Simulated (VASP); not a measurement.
# WC (P-6m2) in VASP: notebook

Runs on WC. Level: r2SCAN. Tasks: single point, relaxation of cell and atoms.

Program: VASP 6.6.1. These are calculated values, not measurements. Logs are shortened: lines on timing, memory, paths and dates and some standing lists are left out, and cuts for length are marked.

### Step 1. The cell of the first run

The structure is hexagonal, space group P-6m2 (No. 187). Conventional cell: a = 2.882 Å, b = 2.882 Å, c = 2.824 Å, α = 90.00°, β = 90.00°, γ = 120.00°. W (site symmetry -6m2) has 6 C at 2.18 Å and 8 W at 2.82 to 2.88 Å within 2.9 Å. C (site symmetry -6m2) has 6 W at 2.18 Å and 8 C at 2.82 to 2.88 Å within 2.9 Å.

### Step 2. Single point, r2SCAN

Input file POSCAR:

```
WC
1.0
    2.8820700000      0.0000000000      0.0000000000
   -1.4410350000      2.4959458400      0.0000000000
    0.0000000000      0.0000000000      2.8238700000
W C
1 1
Direct
    0.0000000000      0.0000000000      0.0000000000
    0.6666666700      0.3333333300      0.5000000000
```

Input file INCAR.step1:

```
PREC = Accurate
ENCUT = 520
ISMEAR = 0
SIGMA = 0.1
LREAL = False
LASPH = True
NELM = 100
NBANDS = 16
GGA = PE
ALGO = Normal
EDIFF = 1E-4
LWAVE = True
LCHARG = False
```

Input file INCAR.step2:

```
PREC = Accurate
ENCUT = 520
EDIFF = 1E-7
ISMEAR = 0
SIGMA = 0.1
LREAL = False
LASPH = True
NELM = 100
ALGO = Normal
ISIF = 2
LWAVE = False
LCHARG = True
METAGGA = R2SCAN
LMIXTAU = True
LELF = True
LVHAR = True
NBANDS = 16
ISTART = 1
```

Input file KPOINTS:

```
Automatic mesh
0
Gamma
  9 9 6
```

Potentials or basis: VASP PAW PBE potentials, release 64 (W_sv, C).

Run with:

```bash
> cat potpaw_PBE.64/W_sv/POTCAR potpaw_PBE.64/C/POTCAR > POTCAR
> cp INCAR.step1 INCAR
> mpirun -np 1 vasp_std > vasp.out
> cp INCAR.step2 INCAR
> mpirun -np 1 vasp_std > vasp.out
```

OUTCAR:

```text
PREC = Accurate
   ENCUT = 520
   EDIFF = 1E-7
   ISMEAR = 0
   LREAL = False
   LASPH = True
   NELM = 100
   ISIF = 2
   METAGGA = R2SCAN
   ISTART = 1

 ion  position               nearest neighbor table
   1  0.000  0.000  0.000-   2 2.18   2 2.18   2 2.18   2 2.18   2 2.18   2 2.18
   2  0.667  0.333  0.500-   1 2.18   1 2.18   1 2.18   1 2.18   1 2.18   1 2.18

  LATTYP: Found a hexagonal cell.
 ALAT       =     2.8820700000
 C/A-ratio  =     0.9798061810

  Lattice vectors:

 A1 = (   2.8820700000,   0.0000000000,   0.0000000000)
 A2 = (  -1.4410350000,   2.4959458400,   0.0000000000)
 A3 = (   0.0000000000,   0.0000000000,   2.8238700000)

Analysis of symmetry for initial positions (statically):
=====================================================================
 Subroutine PRICEL returns:
 Original cell was already a primitive cell.

 Routine SETGRP: Setting up the symmetry group for a
 hexagonal supercell.

 Subroutine GETGRP returns: Found 12 space group operations
 (whereof 12 operations were pure point group operations)
 out of a pool of 24 trial point group operations.

The static configuration has the point symmetry D_3h.

Analysis of symmetry for dynamics (positions and initial velocities):
=====================================================================
 Subroutine PRICEL returns:
 Original cell was already a primitive cell.

 Routine SETGRP: Setting up the symmetry group for a
 hexagonal supercell.

 Subroutine GETGRP returns: Found 12 space group operations
 (whereof 12 operations were pure point group operations)
 out of a pool of 24 trial point group operations.

The dynamic configuration has the point symmetry D_3h.

 Subroutine INISYM returns: Found 12 space group operations
 (whereof 12 operations are pure point group operations),
 and found     1 'primitive' translations

----------------------------------------------------------------------------------------

                                     Primitive cell

  volume of cell :      20.3135

  direct lattice vectors                    reciprocal lattice vectors
     2.882070000  0.000000000  0.000000000     0.346972835  0.200324860  0.000000000
    -1.441035000  2.495945840  0.000000000     0.000000000  0.400649719  0.000000000
     0.000000000  0.000000000  2.823870000     0.000000000  0.000000000  0.354123950

  length of vectors
     2.882070000  2.882070004  2.823870000     0.400649720  0.400649719  0.354123950

  position of ions in fractional coordinates (direct lattice)
     0.000000000  0.000000000  0.000000000
     0.666666670  0.333333330  0.500000000

  ion indices of the primitive-cell ions
   primitive index   ion index
                 1           1
                 2           2

----------------------------------------------------------------------------------------

 KPOINTS: Automatic mesh

Automatic generation of k-mesh.
 Grid dimensions read from file:
 generate k-points for:    9    9    6

 Generating k-lattice:

  Cartesian coordinates                     Fractional coordinates (reciprocal lattice)
     0.038552537  0.022258318  0.000000000     0.111111111  0.000000000  0.000000000
     0.000000000  0.044516635  0.000000000     0.000000000  0.111111111  0.000000000
     0.000000000  0.000000000  0.059020658     0.000000000  0.000000000  0.166666667

  Length of vectors
     0.044516636  0.044516635  0.059020658

  Shift w.r.t. Gamma in fractional coordinates (k-lattice)
     0.000000000  0.000000000  0.000000000

 Subroutine IBZKPT returns following result:
 ===========================================

 Found     48 irreducible k-points:

 Following reciprocal coordinates:
            Coordinates               Weight
  0.000000  0.000000  0.000000      1.000000
  0.111111  0.000000  0.000000      6.000000
  0.222222  0.000000  0.000000      6.000000
  0.333333  0.000000  0.000000      6.000000
  0.444444  0.000000  0.000000      6.000000
  0.111111  0.111111  0.000000      6.000000
[... 16 lines left out ...]
  0.333333  0.222222  0.166667     24.000000
  0.333333  0.333333  0.166667      4.000000
 [... further k-points ...]
   k-points           NKPTS =     48   k-points in BZ     NKDIM =     48   number of bands    NBANDS=     16
   number of dos      NEDOS =    301   number of ions     NIONS =      2
   total plane-waves  NPLWV =  13824
   dimension x,y,z NGX =    24 NGY =   24 NGZ =   24
   dimension x,y,z NGXF=    48 NGYF=   48 NGZF=   48
   ions per type =               1   1
   NGX,Y,Z   is equivalent  to a cutoff of  13.84, 13.84, 14.13 a.u.
   NGXF,Y,Z  is equivalent  to a cutoff of  27.69, 27.69, 28.26 a.u.
 SYSTEM =  unknown system
   PREC   = accura    normal or accurate (medium, high low for compatibility)
   ISTART =      1    job   : 0-new  1-cont  2-samecut
   ICHARG =      0    charge: 1-file 2-atom 10-const
   ISPIN  =      1    spin polarized calculation?
   LNONCOLLINEAR =      F non collinear calculations
   LSORBIT =      F    spin-orbit coupling
   LASPH  =      T    aspherical Exc in radial PAW
   ENCUT  =  520.0 eV  38.22 Ry    6.18 a.u.   5.36  5.36  5.25*2*pi/ulx,y,z
   NELM   =    100;   NELMIN=  2; NELMDL=  0     # of ELM steps
   EDIFF  = 0.1E-06   stopping-criterion for ELM
   LREAL  =      F    real-space projection
   EDIFFG = 0.1E-05   stopping-criterion for IOM
   NSW    =      0    number of steps for IOM
   IBRION =     -1    ionic relax: 0-MD 1-quasi-New 2-CG
   NFREE  =      0    steps in history (QN), initial steepest desc. (CG)
   ISIF   =      2    stress and relaxation
   ISYM   =      2    0-nonsym 1-usesym 2-fastsym
   POTIM  = 0.5000    time-step for ionic-motion
   TEBEG  =    0.0;   TEEND  =   0.0 temperature during run
   PSTRESS=    0.0 pullay stress
   NELECT =      18.0000    total number of electrons
   NUPDOWN=      -1.0000    fix difference up-down
   EMIN   =  10.00;   EMAX   =-10.00  energy-range for DOS
   EFERMI =   0.00;   METHOD = LEGACY
   ISMEAR =     0;   SIGMA  =   0.10  broadening in eV -4-tet -1-fermi 0-gaus
   EFERMI_NEDOS =   21; number of points for ismear=-14 and -15
   IALGO  =     38    algorithm
   IMIX   =      4    mixing-type and parameters
     AMIX     =   0.40;   BMIX     =  1.00
     AMIX_MAG =   1.60;   BMIX_MAG =  1.00
  volume/ion in A,a.u.               =      10.16        68.54
  Fermi-wavevector in a.u.,A,eV,Ry     =   1.572428  2.971459 33.640826  2.472531
  Thomas-Fermi vector in A             =   2.673864
   LORBIT       =      0    0 simple, 1 ext, 2 COOP (PROOUT), +10 PAW based schemes
   METAGGA = R2SCAN    functional components
   LHFCALC =     F    Hartree Fock is set to
   AEXX    =    0.0000 exact exchange contribution
   IVDW    =     0    specifies the selected vdW correction
   LEPSILON=     F    determine dielectric tensor
   LRPA    =     F    only Hartree local field effects (RPA)
 non-spin polarized calculation
 Gauss-broadening in eV      SIGMA  =   0.10
  energy-cutoff  :      520.00
  volume of cell :       20.31
 maximum number of plane-waves:       567
 NGX is ok and might be reduce to    24
   NGX = 11   NGY = 11   NGZ = 11

 number of electron      18.0000000 magnetization

 Free energy of the ion-electron system (eV)
  ---------------------------------------------------
  ext. energy  EPLUGINS =         0.00000000
  ---------------------------------------------------
  free energy    TOTEN  =       -61.58107029 eV

  energy without entropy =      -61.57800004  energy(sigma->0) =      -61.57953517

 E-fermi :  11.3111     XC(G=0): -15.1100

 val. band max:       11.2976392555   @ k =   0.3333   0.2222   0.0000
 cond. band min:      11.3335706491   @ k =   0.0000   0.0000   0.0000
 fundamental gap:      0.0359313936
 Fermi energy:        11.3111134565

 k-point     1 :       0.0000    0.0000    0.0000
  band No.  band energies     occupation
      1     -64.6321      2.00000
      2     -27.9542      2.00000
      3     -27.8115      2.00000
      4     -27.8115      2.00000
      5      -4.1409      2.00000
      6       6.6400      2.00000
[... 8 lines left out ...]
     15      26.7263      0.00000
     16      29.0916      0.00000

 k-point     2 :       0.1111    0.0000    0.0000
  band No.  band energies     occupation
      1     -64.6235      2.00000
      2     -27.9390      2.00000
      3     -27.9280      2.00000
      4     -27.8376      2.00000
      5      -3.8011      2.00000
      6       6.6789      2.00000
[... 8 lines left out ...]
     15      26.1629      0.00000
     16      29.8196      0.00000

 k-point     3 :       0.2222    0.0000    0.0000
  band No.  band energies     occupation
      1     -64.6017      2.00000
      2     -28.2150      2.00000
      3     -27.9032      2.00000
      4     -27.9005      2.00000
      5      -2.8904      2.00000
      6       5.7138      2.00000
[... 8 lines left out ...]
     15      26.1486      0.00000
     16      30.7647      0.00000

 k-point     4 :       0.3333    0.0000    0.0000
  band No.  band energies     occupation
      1     -64.5769      2.00000
      2     -28.5284      2.00000
      3     -27.9768      2.00000
      4     -27.8563      2.00000
      5      -1.7130      2.00000
      6       4.6111      2.00000
[... 8 lines left out ...]
     15      27.4434      0.00000
     16      29.1463      0.00000
[... 324 lines left out ...]
 k-point    22 :       0.2222    0.2222    0.1667
  band No.  band energies     occupation
      1     -64.5542      2.00000
      2     -28.5139      2.00000
      3     -28.1139      2.00000
      4     -28.0351      2.00000
      5      -0.8587      2.00000
      6       4.9622      2.00000
[... 8 lines left out ...]
     15      26.2824      0.00000
     16      29.0495      0.00000

 k-point    23 :       0.3333    0.2222    0.1667
  band No.  band energies     occupation
      1     -64.5418      2.00000
      2     -28.5824      2.00000
      3     -28.2354      2.00000
      4     -28.0096      2.00000
      5      -0.2407      2.00000
      6       4.6557      2.00000
[... 8 lines left out ...]
     15      26.0944      0.00000
     16      29.3428      0.00000

 k-point    24 :       0.3333    0.3333    0.1667
  band No.  band energies     occupation
      1     -64.5376      2.00000
      2     -28.4735      2.00000
      3     -28.4136      2.00000
      4     -28.0008      2.00000
      5      -0.0055      2.00000
      6       5.3968      2.00000
[... 8 lines left out ...]
     15      27.1390      0.00000
     16      28.5343      0.00000

 [... further k-points ...]

------------------------ aborting loop because EDIFF is reached ----------------------------------------

  FORCE on cell =-STRESS in cart. coord.  units (eV):
  Direction    XX          YY          ZZ          XY          YZ          ZX
  --------------------------------------------------------------------------------------
  -------------------------------------------------------------------------------------
  Total        1.8110443      1.8110443      1.2738223      0.0000000     -0.0000000      0.0000000
  in kB      142.8417838    142.8417843    100.4696881      0.0000000     -0.0000000      0.0000000
  external PRESSURE =     128.7177521 kB  Pullay stress =       0.0000000 kB

 VOLUME and BASIS-vectors are now :
 -----------------------------------------------------------------------------
  energy-cutoff  :      520.00
  volume of cell :       20.31
      direct lattice vectors                 reciprocal lattice vectors
     2.882070000  0.000000000  0.000000000     0.346972835  0.200324860  0.000000000
    -1.441035000  2.495945840  0.000000000     0.000000000  0.400649719  0.000000000
     0.000000000  0.000000000  2.823870000     0.000000000  0.000000000  0.354123950

 POSITION                                       TOTAL-FORCE (eV/Angst)
 -----------------------------------------------------------------------------------
      0.00000      0.00000      0.00000        -0.000000      0.000000      0.000000
      1.44104      0.83198      1.41193         0.000000     -0.000000      0.000000
 -----------------------------------------------------------------------------------
    total drift:                               -0.000003      0.000002     -0.000000

  FREE ENERGIE OF THE ION-ELECTRON SYSTEM (eV)
  ---------------------------------------------------
  free  energy   TOTEN  =       -61.5810702915 eV

  energy  without entropy=      -61.5780000388  energy(sigma->0) =      -61.57953517
```

Wall time 27 s (1 thread of Intel Xeon 6975P-C (Granite Rapids), shared host); peak memory 0.15 GiB.

What came out:

```
Free energy            : -61.5811 eV
Pressure               : 12.9 GPa
Band gap on the k mesh : zero (bands 9 and 10 overlap by 1.30 eV)
```

Stress tensor (GPa, compression positive):
```
14.28  0.00  0.00
 0.00 14.28  0.00
 0.00  0.00 10.05
```

Caveat: the k points lie up to 0.37 Å⁻¹ apart, too coarse for converged energies and pressures of a metal; the PAW data sets were made with another functional, which shifts forces and pressure a little; spin-orbit coupling is left out, which moves the levels of the heavy elements.

[end of part 1 of 2]

The gap in the log of VASP goes by the Fermi energy; the results here count the filled bands.